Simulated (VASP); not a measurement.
Sc:

```
CELL_PARAMETERS angstrom
2.01157 1.16138 3.73021
-2.01157 1.16138 3.73021
0.00000 -2.32276 3.73021
ATOMIC_POSITIONS crystal
Sc 0.22754 0.22754 0.22754
Sc 0.77246 0.77246 0.77246
```

```yaml
Program: VASP 6.6.1
Task: relaxation of cell and atoms
Functional: PBE
Potentials_or_basis: VASP PAW PBE potentials, release 64 (Sc_sv)
Cutoff: 600 eV
k_mesh: 6 × 6 × 6
Occupations: gaussian, width 0.1 eV
Spin: no spin polarisation
```

At the start: pressure 0.4 GPa; volume 26.14 Å³/atom.

**Question.** How do energy, volume and symmetry change on relaxing?

**Answer.** Over 33 steps the energy falls by 1024.0 meV/atom and the volume is 24.65 Å³/atom (-5.7 %); space group Fm-3m (No. 225, to 0.05 Å).

Step by step:
```csv
step,energy change (eV),largest force (eV/Å),pressure (GPa),volume (Å³)
1,0.0000,2.2860,0.39,52.29
2,-0.4512,1.6245,0.12,52.76
3,-0.6543,0.3291,-0.58,53.21
4,-0.6585,0.0967,-0.63,53.28
5,-0.6860,0.0469,0.05,52.29
6,-0.7635,0.5851,2.54,49.29
7,-0.8558,2.1810,10.66,42.92
8,2.1911,6.5668,65.10,29.57
9,-0.7759,2.5041,11.37,42.56
10,-0.7767,2.5118,11.40,42.54
11,-0.7793,2.5337,11.53,42.48
12,-0.7839,2.5762,11.76,42.34
13,-0.7917,2.6638,12.32,42.07
14,-0.8000,2.8423,13.56,41.53
15,-0.7789,3.1820,16.46,40.39
16,-0.7981,2.9402,14.29,41.22
17,-0.8131,2.9375,14.27,41.25
18,-0.8577,2.9233,14.11,41.34
19,-0.9445,2.8752,13.82,41.51
20,-1.1049,2.7181,13.15,41.84
21,-1.3627,2.3316,11.99,42.39
22,-1.6384,1.5707,10.43,43.13
23,-1.2281,0.4899,11.15,43.27
24,-1.6755,1.1458,10.28,43.34
25,-1.7743,1.0566,7.69,44.66
26,-1.9412,0.8144,1.54,48.78
27,-1.9615,0.6990,-0.64,50.71
28,-1.9619,0.6868,-0.85,50.93
29,-1.9774,0.6238,-0.85,50.77
30,-2.0150,0.4297,-0.72,50.30
31,-2.0470,0.0239,-0.04,49.37
32,-2.0471,0.0090,-0.01,49.34
33,-2.0479,0.0006,0.07,49.31
```

Final structure:
```xyz
2
Lattice="1.6288 0.9404 5.3653 -1.6288 0.9404 5.3653 0.0000 -1.8807 5.3653" Properties=species:S:1:pos:R:3 pbc="T T T"
Sc    0.0000    0.0000    4.0239
Sc    0.0000    0.0000   12.0720
```
